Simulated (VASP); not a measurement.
## Si: single point with PBE+D3(BJ)

The system is Si, a slab with vacuum.

```
CELL_PARAMETERS angstrom
3.84753 0.00000 0.00000
-1.92376 3.33205 0.00000
0.00000 0.00000 18.44160
ATOMIC_POSITIONS crystal
Si 0.33333 0.66667 0.26954
Si 0.66667 0.33333 0.24401
Si 0.66667 0.33333 0.51306
Si 0.33333 0.66667 0.48753
```

- Program: VASP 6.6.1
- Task: single point
- Functional: PBE
- Dispersion: D3(BJ)
- Potentials or basis: VASP PAW PBE potentials, release 64 (Si)
- Cutoff: 520 eV
- k mesh: 9 × 9 × 1
- Occupations: gaussian, width 0.1 eV
- Spin: no spin polarisation
- Dipole correction: yes
- Further INCAR settings: ALGO = Normal; EDIFF = 1e-06; NBANDS = 16

| Item | Value |
| --- | --- |
| Largest force | 0.150 eV/Å |
| Band gap on the k mesh | 0.41 eV, direct |
| Dispersion energy per atom | -0.240 eV |

Forces in eV/Å, atoms in the order of the input:
```
Si   0.000  0.000  0.150
Si   0.000  0.000 -0.001
Si   0.000  0.000  0.001
Si   0.000  0.000 -0.150
```

Levels at points of the mesh, in eV from the valence-band top:
```tsv
k point	band 4	band 5	band 6	band 7	band 8	band 9	band 10	band 11	band 12	band 13
(0.00, 0.00, 0.00)	-2.59	-1.01	-1.01	-0.97	-0.97	2.17	2.32	2.38	3.20	3.20
```

It took 88 s on 1 thread of Intel Xeon 6975P-C, with other jobs on the host, peak memory 0.35 GiB.
